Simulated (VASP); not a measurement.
TaN, 2 atoms in the cell. The structure is cubic, space group Fm-3m (No. 225). The conventional cell has a = 4.417 Å, b = 4.417 Å, c = 4.417 Å, α = 90.00°, β = 90.00°, γ = 90.00°. Within 2.9 Å of Ta (site symmetry m-3m) lie 6 N at 2.21 Å. N (site symmetry m-3m) has 6 Ta at 2.21 Å within 2.9 Å. 

| Property | Result |
| --- | --- |
| Program | VASP 6.6.1 |
| Task | single point |
| Functional | PBE |
| Potentials or basis | VASP PAW PBE potentials, release 64 (Ta_pv, N) |
| Cutoff | 520 eV |
| k mesh | 16 × 16 × 16 |
| Occupations | gaussian, width 0.1 eV |
| Spin | no spin polarisation |
| Dipole correction | no |
| Further INCAR settings | ALGO = Normal; EDIFF = 1e-06; NBANDS = 15 |

Potentials or basis: VASP PAW PBE potentials, release 64 (Ta_pv, N).

Run with:

```console
$ cat potpaw_PBE.64/Ta_pv/POTCAR potpaw_PBE.64/N/POTCAR > POTCAR
$ mpirun -np 1 vasp_std > vasp.out
```

Hardware: 1 thread of AMD EPYC 9R45 96-Core Processor (Zen 5), on a shared host.

Task: Estimate the wall time of this run.

Result: Wall time 25 s on 1 thread of AMD EPYC 9R45 96-Core Processor (Zen 5), on a shared host, peak memory 0.14 GiB. Counts: scf iterations 12, k points 145.
